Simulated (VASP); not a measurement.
BN (lda):

```
B N
1.0
     0.00000    1.80800    1.80800
     1.80800    0.00000    1.80800
     1.80800    1.80800    0.00000
B N
1 1
Direct
  0.00000 0.00000 0.00000
  0.25000 0.25000 0.25000
```

```yaml
Program: VASP 6.6.1
Task: relaxation of cell and atoms
Functional: LDA
Potentials_or_basis: VASP PAW LDA potentials, release 64 (B, N)
Cutoff: 600 eV
k_mesh: 10 × 10 × 10
Occupations: gaussian, width 0.1 eV
Spin: no spin polarisation
```

At the start: pressure -10.6 GPa; volume 5.91 Å³/atom.

Q: Where does the relaxation end?

A: Over 3 steps the energy falls by 5.5 meV/atom and the volume is 5.75 Å³/atom (-2.7 %); space group F-43m (No. 216, to 0.05 Å).

Step by step:
```tsv
step	energy change (eV)	largest force (eV/Å)	pressure (GPa)	volume (Å³)
1	0.0000	0.0000	-10.63	11.82
2	0.0017	0.0000	12.49	11.16
3	-0.0110	0.0000	-0.06	11.50
```

Final structure:
```
CELL_PARAMETERS angstrom
0.00000 1.79139 1.79139
1.79139 0.00000 1.79139
1.79139 1.79139 0.00000
ATOMIC_POSITIONS crystal
B 0.00000 0.00000 0.00000
N 0.25000 0.25000 0.25000
```
